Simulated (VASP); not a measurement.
Write the native input for VASP 6.6.1 that does the following.

| Quantity | Value |
| --- | --- |
| Task | single point |
| Functional | PBE |
| Potentials or basis | VASP PAW PBE potentials, release 64 (Pb_d, Se) |
| Cutoff | 520 eV |
| k mesh | 8 × 8 × 10 |
| Occupations | gaussian, width 0.05 eV |
| Spin | no spin polarisation |
| Dipole correction | no |
| Further INCAR settings | ALGO = Normal; EDIFF = 1e-06; NBANDS = 28 |

The structure of PbSe lies in POSCAR:

```
PbSe
1.0
    5.3494553078      0.0000000000      0.0000000000
    0.0000000000      5.3494553078      0.0000000000
    0.0000000000      0.0000000000      4.2212686564
Pb Se
2 2
Direct
    0.5000000000      0.0000000000      0.3182456201
    0.0000000000      0.5000000000      0.6817543799
    0.0000000000      0.0000000000      0.0000000000
    0.5000000000      0.5000000000      0.0000000000
```

The input as run:

INCAR

```
  PREC = Accurate
  ENCUT = 520
  EDIFF = 1E-6
  ISMEAR = 0
  SIGMA = 0.05
  LREAL = False
  LASPH = True
  NELM = 60
  ALGO = Normal
  ISIF = 2
  LWAVE = False
  LCHARG = False
  GGA = PE
  NBANDS = 28
```

KPOINTS

```
Automatic mesh
0
Gamma
  8 8 10
```

Potentials or basis: VASP PAW PBE potentials, release 64 (Pb_d, Se).

The run is started by

```bash
$ cat potpaw_PBE.64/Pb_d/POTCAR potpaw_PBE.64/Se/POTCAR > POTCAR
$ mpirun -np 1 vasp_std > vasp.out
```

Results of the run:

The pressure is 0.0 GPa and the largest force is 0.011 eV/Å. The band gap on the k mesh is 0.38 eV (least direct gap 0.92 eV).

Caveat: spin-orbit coupling is left out, which moves the levels of the heavy elements.

Run time: 6.7 min on 1 thread of Intel Xeon 8259CL (shared host), peak memory 0.4 GiB.
